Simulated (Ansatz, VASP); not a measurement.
# Two plane-wave programs on Al

```
Al
1.0
     0.00000    2.02492    2.02492
     2.02492    0.00000    2.02492
     2.02492    2.02492    0.00000
Al
1
Cartesian
  0.0000 0.0000 0.0000
```

Alike in both runs: task single point; functional PBEsol; k mesh 5 × 5 × 5; occupations fermi-dirac, width 0.05 eV; no spin polarisation.

```csv
,VASP,Ansatz
version,VASP 6.6.1,Ansatz 0.2.0
potentials or method,"VASP PAW PBE potentials, release 64 (Al), cutoff 500 eV","PAW, plane waves, scalar-relativistic"
valence electrons in the cell,3,3
```

|  | VASP | Ansatz | Ansatz less VASP |
| --- | --- | --- | --- |
| pressure (GPa) | -0.1 | -0.1 | -0.06 |

VASP's potentials were made for PBE, not for PBEsol.

The k mesh is coarse, so the values compare programs but aren't converged.
